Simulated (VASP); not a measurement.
Cu: single point with PBE

The system is Cu.

```
Cu
1.0
     0.00000    1.81480   -1.81480
    -1.81480    0.00000    1.81480
     3.62960    3.62960    3.62960
Cu
3
Cartesian
  0.0000 0.0000 0.0000
  0.0000 1.8148 1.8148
  1.8148 3.6296 1.8148
```

```
Program                : VASP 6.6.1
Task                   : single point
Functional             : PBE
Potentials or basis    : VASP PAW PBE potentials, release 64 (Cu)
Cutoff                 : 520 eV
k mesh                 : 15 × 15 × 5
Occupations            : fermi-dirac, width 0.1 eV
Spin                   : no spin polarisation
Dipole correction      : no
Further INCAR settings : ALGO = Normal; EDIFF = 1e-07; NBANDS = 24
```

```json
{
  "Pressure": "0.6 GPa",
  "Band gap on the k mesh": "zero (an odd number of electrons rules out a gap without spin polarisation)"
}
```

Levels at points of the mesh, in eV from the Fermi level:
| k point | band 15 | band 16 | band 17 | band 18 | band 19 | band 20 |
| --- | --- | --- | --- | --- | --- | --- |
| (0.00, 0.00, 0.00) | -1.94 | -1.94 | -1.94 | -1.94 | 8.49 | 8.49 |

Run time: 100 s on 1 thread of Intel Xeon 8259CL (shared host), peak memory 0.2 GiB.
